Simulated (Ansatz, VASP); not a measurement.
**Ge in VASP and in Ansatz**

```
Ge
1.0
     1.32729   -2.47049    0.00000
     1.32729    2.47049    0.00000
     0.00000    0.00000    2.76569
Ge
1
Direct
  0.50000 0.50000 0.00000
```

Change from the starting cell: strain -0.050 along x and y, +0.025 along z, atoms carried along.

Alike in both runs: task single point; functional PBEsol; k mesh 20 × 20 × 18; occupations gaussian, width 0.15 eV; no spin polarisation.

|  | VASP | Ansatz |
| --- | --- | --- |
| version | VASP 6.6.1 | Ansatz 0.2.0 |
| potentials or method | VASP PAW PBE potentials, release 64 (Ge_d), cutoff 520 eV | scalar-relativistic, plane waves, PAW |
| valence electrons in the cell | 14 | 14 |

```tsv
	VASP	Ansatz	Ansatz less VASP
gap on the k mesh at the Fermi level (eV)	none	none	-
pressure (GPa)	2.2	2.2	+0.07
traceless stress, the component that is largest in VASP (GPa)	-9.15	-9.13	+0.018
```

VASP's potentials were made for PBE, not for PBEsol. A gap of «none» marks a metal or a gap that the smearing closes. With one functional, cell and mesh, what is left measures potentials, basis and numerics.
